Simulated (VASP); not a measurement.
Cu:

```xyz
1
Lattice="0.0000 1.8075 1.8075 1.8075 0.0000 1.8075 1.8075 1.8075 0.0000" Properties=species:S:1:pos:R:3 pbc="T T T"
Cu    0.0000    0.0000    0.0000
```

| Quantity | Value |
| --- | --- |
| Program | VASP 6.6.1 |
| Task | relaxation of cell and atoms |
| Functional | r2SCAN |
| Potentials or basis | VASP PAW PBE potentials, release 64 (Cu) |
| Cutoff | 600 eV |
| k mesh | 10 × 10 × 10 |
| Occupations | gaussian, width 0.05 eV |
| Spin | no spin polarisation |

At the start: pressure -4.0 GPa; volume 11.81 Å³/atom.

Question: Where does the relaxation end?

Answer: Over 3 steps the energy falls by 3.8 meV/atom and the volume is 11.51 Å³/atom (-2.6 %); space group Fm-3m (No. 225, to 0.1 Å) before and after.

The path:
```
step  energy change (eV)  largest force (eV/Å)  pressure (GPa)  volume (Å³)
   1              0.0000                0.0000           -3.97        11.81
   2             -0.0023                0.0000            2.55        11.32
   3             -0.0038                0.0000           -0.02        11.51
```

Final structure:
```
Cu
1.0
     0.00000    1.79185    1.79185
     1.79185    0.00000    1.79185
     1.79185    1.79185    0.00000
Cu
1
Direct
  0.00000 0.00000 0.00000
```

Caveat: the PAW data sets were made with another functional, which shifts forces and pressure a little.
